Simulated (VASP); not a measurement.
**AlNi: single point with LDA**

AlNi:

```xyz
2
Lattice="1.9257 -1.9401 0.0000 1.9257 1.9401 0.0000 0.0000 0.0000 3.0786" Properties=species:S:1:pos:R:3 pbc="T T T"
Ni    1.9257    0.0000    1.5393
Al    0.0000    0.0000    0.0000
```

- Program: VASP 6.6.1
- Task: single point
- Functional: LDA
- Potentials or basis: VASP PAW LDA potentials, release 64 (Ni, Al)
- Cutoff: 520 eV
- k mesh: 10 × 10 × 9
- Occupations: fermi-dirac, width 0.05 eV
- Spin: collinear spin, ferromagnetic start
- Starting moments: [1.0, 0.0] μB

```
Pressure                                              : -1.2 GPa
Net moment                                            : 0.00 μB per cell
Valence electrons inside the program's atomic spheres : Ni 9.56; Al 0.83
```

Stress tensor (GPa, compression positive):
```
 2.17  0.00  0.00
 0.00  0.49  0.00
 0.00  0.00 -6.35
```

Levels at points of the mesh, in eV from the Fermi level:
Spin up:
```tsv
k point	band 3	band 4	band 5	band 6	band 7	band 8	band 9	band 10	band 11	band 12
(0.00, 0.00, 0.00)	-3.39	-1.72	-1.70	-1.39	2.98	7.12	7.17	7.33	8.80	14.84
(0.50, 0.00, 0.00)	-2.89	-2.84	-2.13	-1.58	-0.36	7.86	8.04	9.52	11.74	12.87
(0.50, 0.50, 0.00)	-2.53	-2.53	-2.42	-2.30	-0.88	2.28	3.42	10.87	13.69	13.82
```
Spin down:
| k point | band 3 | band 4 | band 5 | band 6 | band 7 | band 8 | band 9 | band 10 | band 11 | band 12 |
| --- | --- | --- | --- | --- | --- | --- | --- | --- | --- | --- |
| (0.00, 0.00, 0.00) | -3.39 | -1.72 | -1.70 | -1.39 | 2.98 | 7.12 | 7.17 | 7.33 | 8.80 | 14.84 |
| (0.50, 0.00, 0.00) | -2.89 | -2.84 | -2.13 | -1.58 | -0.36 | 7.86 | 8.04 | 9.52 | 11.74 | 12.87 |
| (0.50, 0.50, 0.00) | -2.53 | -2.53 | -2.42 | -2.30 | -0.88 | 2.28 | 3.42 | 10.87 | 13.69 | 13.82 |

Run time: 2.9 min on 1 thread of Intel Xeon 8259CL, on a shared host, peak memory 0.2 GiB.

Caveat: the stress differs along the axes, from -6 to 2 GPa; the moments typed at the start vanished in this run.
